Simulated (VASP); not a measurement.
# Si23C25 (a cell with a defect) (Moissanite) in VASP: a series of runs, part 2 of 2

VASP 6.6.1. The steps go on from the part before.

### 3 Single point, PBE

Contents of INCAR:

```
  PREC = Accurate
  ENCUT = 520
  EDIFF = 1E-7
  ISMEAR = -1
  SIGMA = 0.01
  LREAL = Auto
  LASPH = True
  NELM = 100
  ALGO = Normal
  ISIF = 2
  LWAVE = False
  LCHARG = False
  GGA = PE
  NBANDS = 126
```

Contents of KPOINTS:

```
Automatic mesh
0
Gamma
  4 3 2
```

Contents of POSCAR:

```
Si23C25
1.0
    6.1520000000      0.0000000000      0.0000000000
   -4.6140000000      7.9916824260      0.0000000000
    0.0000000000      0.0000000000     10.0960000000
C Si
25 23
Direct
    0.1665910034      0.2230200433      0.0030396443
    0.1665908640      0.2224512508      0.1693367512
    0.1666307341      0.2222138794      0.6877428588
    0.1664092026      0.5562083575      0.1905478484
    0.1687936937      0.5553433121      0.6919916814
    0.1655248104      0.8881323349      0.1903346480
    0.1669218989      0.8901959073      0.6916130558
    0.6674920143      0.2233206238      0.1901113035
    0.6653412592      0.2204356247      0.6926452362
    0.6674172206      0.5553939538      0.1907895374
    0.6635392533      0.5540484824      0.6913519673
    0.6666594247      0.8883728895      0.1905025509
    0.6688881810      0.8910325327      0.6910675801
    0.3322806386      0.1119888769      0.4368217835
    0.3153825398      0.1222948706      0.9468437618
    0.3317813114      0.4426506290      0.4369059006
    0.3142358977      0.4189124409      0.9474509283
    0.3337886243      0.7781970994      0.4410558836
    0.3393035773      0.7826212653      0.9404941219
    0.8358405286      0.1122311676      0.4368073025
    0.8689905219      0.1232644724      0.9469773460
    0.8336757649      0.4444705008      0.4416341506
    0.8355788808      0.4459579433      0.9399752675
    0.8326484133      0.7771637566      0.4411343284
    0.8260992125      0.7724150483      0.9403503630
    0.1666450976      0.2222642962      0.5007556961
    0.1669357395      0.5526799558      0.0032601374
    0.1678988897      0.5551123785      0.5026229572
    0.1614912355      0.8904404998      0.0030023980
    0.1668132042      0.8899442003      0.5023283771
    0.6698008008      0.2256023890      0.0034097932
    0.6660077829      0.2212938257      0.5018490739
    0.6595228286      0.5487250779      0.0034870670
    0.6643097502      0.5543189285      0.5024002860
    0.6756271109      0.8931672124      0.0032118625
    0.6683810266      0.8904296016      0.5020872781
    0.3317229454      0.1122623341      0.2466376797
    0.3298036814      0.1131077508      0.7556203409
    0.3316020955      0.4423175188      0.2471826626
    0.3297469518      0.4395736123      0.7559074810
    0.3336316588      0.7781683987      0.2525712969
    0.3352899857      0.7793303807      0.7524232886
    0.8365585572      0.1123375761      0.2468804036
    0.8400170591      0.1133739072      0.7556385672
    0.8336427643      0.4445875082      0.2533862217
    0.8336014727      0.4444267813      0.7523691152
    0.8328944995      0.7773829121      0.2529911797
    0.8316493910      0.7768156906      0.7524510354
```

Potentials or basis: VASP PAW PBE potentials, release 64 (C, Si).

Started as:

```console
$ cat potpaw_PBE.64/C/POTCAR potpaw_PBE.64/Si/POTCAR > POTCAR
$ mpirun -np 1 vasp_std > vasp.out
```

OUTCAR:

```text
PREC = Accurate
   ENCUT = 520
   EDIFF = 1E-7
   ISMEAR = -1
   LREAL = Auto
   LASPH = True
   NELM = 100
   ISIF = 2
   GGA = PE

 ion  position               nearest neighbor table
   1  0.167  0.223  0.003-  17 1.66   2 1.68  21 1.68  15 1.70
   2  0.167  0.222  0.169-   1 1.68  43 1.92  39 1.92  37 1.93
   3  0.167  0.222  0.688-  40 1.87  44 1.87  38 1.87  26 1.89
   4  0.166  0.556  0.191-  39 1.88  41 1.88  45 1.88  27 1.89
   5  0.169  0.555  0.692-  46 1.89  42 1.89  40 1.90  28 1.91
   6  0.166  0.888  0.190-  37 1.88  47 1.88  41 1.88  29 1.89
[... 51 lines left out ...]
  42  0.335  0.779  0.752-  13 1.88   7 1.89   5 1.89  19 1.90  48 3.07  48 3.09  36 3.09  46 3.09
                            30 3.09  28 3.09  44 3.09  38 3.10  29 3.11  27 3.11  35 3.11  40 3.12
  43  0.837  0.112  0.247-   8 1.88  12 1.88  20 1.92   2 1.92  35 3.02  31 3.04  39 3.05  37 3.05
                            45 3.08  47 3.08  41 3.09  37 3.11  26 3.11  36 3.13  32 3.13
  44  0.840  0.113  0.756-   3 1.87  13 1.89   9 1.90  21 1.94  40 3.01  38 3.01  35 3.06  46 3.08
                            48 3.08  31 3.08  42 3.09  26 3.11  36 3.12  32 3.13  38 3.14
  45  0.834  0.445  0.253-   8 1.88  10 1.88   4 1.88  22 1.90  31 3.07  47 3.07  39 3.07  43 3.08
                            33 3.08  41 3.08  37 3.08  32 3.08  39 3.08  34 3.08  28 3.08  27 3.09
[... 287 lines left out ...]
      5      -5.6075      2.00000
      6      -4.9996      2.00000
[... 1543 lines left out ...]
    107      12.6954      0.00000
    108      12.7538      0.00000
 [bands above 108 left out]

------------------------ aborting loop because EDIFF is reached ----------------------------------------

  FORCE on cell =-STRESS in cart. coord.  units (eV):
  Direction    XX          YY          ZZ          XY          YZ          ZX
  --------------------------------------------------------------------------------------
  -------------------------------------------------------------------------------------
  Total       -2.5257128     -3.5058200     -3.1773051     -0.1506032      0.1241861     -0.0421787
  in kB       -8.1524973    -11.3160877    -10.2557072     -0.4861172      0.4008479     -0.1361446
  external PRESSURE =      -9.9080974 kB  Pullay stress =       0.0000000 kB

 VOLUME and BASIS-vectors are now :
 -----------------------------------------------------------------------------
  energy-cutoff  :      520.00
  volume of cell :      496.37
      direct lattice vectors                 reciprocal lattice vectors
     6.152000000  0.000000000  0.000000000     0.162548765  0.093847573  0.000000000
    -4.614000000  7.991682426  0.000000000     0.000000000  0.125130097  0.000000000
     0.000000000  0.000000000 10.096000000     0.000000000  0.000000000  0.099049128

 POSITION                                       TOTAL-FORCE (eV/Angst)
 -----------------------------------------------------------------------------------
     -0.00415      1.78231      0.03069        -0.005323      0.017266     -0.001693
     -0.00152      1.77776      1.70962         0.002128     -0.010084      0.006750
     -0.00018      1.77586      6.94345        -0.003946      0.005697      0.002799
     -1.54260      4.44504      1.92377        -0.002004      0.001732      0.000208
     -1.52394      4.43813      6.98635        -0.000491      0.003773     -0.008397
     -3.07953      7.09767      1.92162         0.009092     -0.001057     -0.002419
[... 40 lines left out ...]
      1.53712      6.21260      2.55420         0.000741      0.000613      0.001247
      1.53208      6.20806      7.59675        -0.000251      0.002006      0.000672
 -----------------------------------------------------------------------------------
    total drift:                                0.004209      0.011468     -0.061242

  FREE ENERGIE OF THE ION-ELECTRON SYSTEM (eV)
  ---------------------------------------------------
  free  energy   TOTEN  =      -361.5423374191 eV

  energy  without entropy=     -361.5423374191  energy(sigma->0) =     -361.54233742
```

OSZICAR:

```text
N       E                     dE             d eps       ncg     rms          rms(c)
DAV:   1     0.614750778393E+03    0.61475E+03   -0.88472E+04  3528   0.138E+03
DAV:   2    -0.337157407870E+03   -0.95191E+03   -0.90204E+03  4428   0.244E+02
DAV:   3    -0.401808054624E+03   -0.64651E+02   -0.64024E+02  4280   0.612E+01
DAV:   4    -0.403302479567E+03   -0.14944E+01   -0.14889E+01  4272   0.101E+01
DAV:   5    -0.403346296197E+03   -0.43817E-01   -0.43767E-01  4248   0.166E+00    0.417E+01
DAV:   6    -0.362738216373E+03    0.40608E+02   -0.13689E+02  4072   0.233E+01    0.184E+01
DAV:   7    -0.361745288225E+03    0.99293E+00   -0.11998E+01  4440   0.735E+00    0.825E+00
DAV:   8    -0.361553115935E+03    0.19217E+00   -0.89109E-01  4120   0.222E+00    0.240E+00
DAV:   9    -0.361538943495E+03    0.14172E-01   -0.14109E-01  4184   0.996E-01    0.428E-01
DAV:  10    -0.361540984663E+03   -0.20412E-02   -0.23573E-02  4288   0.414E-01    0.253E-01
DAV:  11    -0.361542032581E+03   -0.10479E-02   -0.41563E-03  4088   0.180E-01    0.105E-01
DAV:  12    -0.361542306347E+03   -0.27377E-03   -0.67296E-04  4008   0.731E-02    0.337E-02
DAV:  13    -0.361542332699E+03   -0.26352E-04   -0.70316E-05  4224   0.226E-02    0.790E-03
DAV:  14    -0.361542335638E+03   -0.29388E-05   -0.55183E-06  4256   0.627E-03    0.404E-03
DAV:  15    -0.361542336769E+03   -0.11308E-05   -0.13349E-06  4448   0.314E-03    0.218E-03
DAV:  16    -0.361542337104E+03   -0.33534E-06   -0.14910E-07  2656   0.125E-03    0.101E-03
DAV:  17    -0.361542337412E+03   -0.30770E-06   -0.10288E-07  2464   0.914E-04    0.411E-04
DAV:  18    -0.361542337419E+03   -0.73924E-08   -0.16057E-08  2352   0.388E-04
   1 F= -.36154234E+03 E0= -.36154234E+03  d E =-.160237E-12
```

stdout:

```text
POSCAR found type information on POSCAR C Si
 POSCAR found :  2 types and      48 ions
 scaLAPACK will be used
 LDA part: xc-table for (Slater+PW92), standard interpolation
 POSCAR, INCAR and KPOINTS ok, starting setup
 FFT: planning ... GRIDC
 FFT: planning ... GRID_SOFT
 FFT: planning ... GRID
 WAVECAR not read
 entering main loop
```

It took 18 min on 1 thread of Intel Xeon 6975P-C (Granite Rapids), shared host; peak memory 0.87 GiB.

Results:

```
Free energy            : -361.5423 eV
Pressure               : -1.0 GPa
Largest force          : 0.018 eV/Å
Band gap on the k mesh : 2.34 eV
```

Forces on the atoms (eV/Å):
```
C   -0.005  0.017 -0.002
C    0.002 -0.010  0.007
C   -0.004  0.006  0.003
C   -0.002  0.002  0.000
C    0.000  0.004 -0.008
C    0.009 -0.001 -0.002
C    0.005 -0.001  0.000
C   -0.002  0.002 -0.001
C   -0.002  0.001  0.007
C   -0.005  0.001 -0.004
C   -0.002  0.001 -0.008
C    0.007 -0.005 -0.007
C    0.004 -0.002  0.001
C   -0.005  0.004  0.006
C    0.012 -0.008 -0.008
C    0.001 -0.004  0.001
C    0.006  0.002  0.009
C    0.000  0.001  0.001
C   -0.002  0.000 -0.004
C   -0.006 -0.001  0.005
C   -0.012 -0.007  0.001
C    0.001 -0.002 -0.008
C   -0.004 -0.001 -0.011
C   -0.003  0.003  0.000
C    0.002  0.002 -0.006
Si  -0.001  0.000 -0.001
Si  -0.005  0.003  0.006
Si  -0.001 -0.003  0.002
Si   0.002 -0.003  0.001
Si   0.001 -0.003  0.001
Si   0.002  0.003  0.002
Si  -0.002 -0.002  0.001
Si   0.006  0.003  0.003
Si   0.002  0.000  0.003
Si   0.000 -0.003  0.002
Si   0.002 -0.002  0.001
Si   0.005  0.000  0.005
Si   0.004 -0.005 -0.004
Si  -0.001  0.004  0.005
Si   0.000 -0.002 -0.003
Si  -0.001  0.001  0.000
Si   0.001  0.001  0.000
Si  -0.005 -0.001  0.005
Si  -0.001 -0.003 -0.003
Si   0.000  0.002  0.001
Si  -0.001  0.005  0.004
Si   0.001  0.001  0.001
Si   0.000  0.002  0.001
```
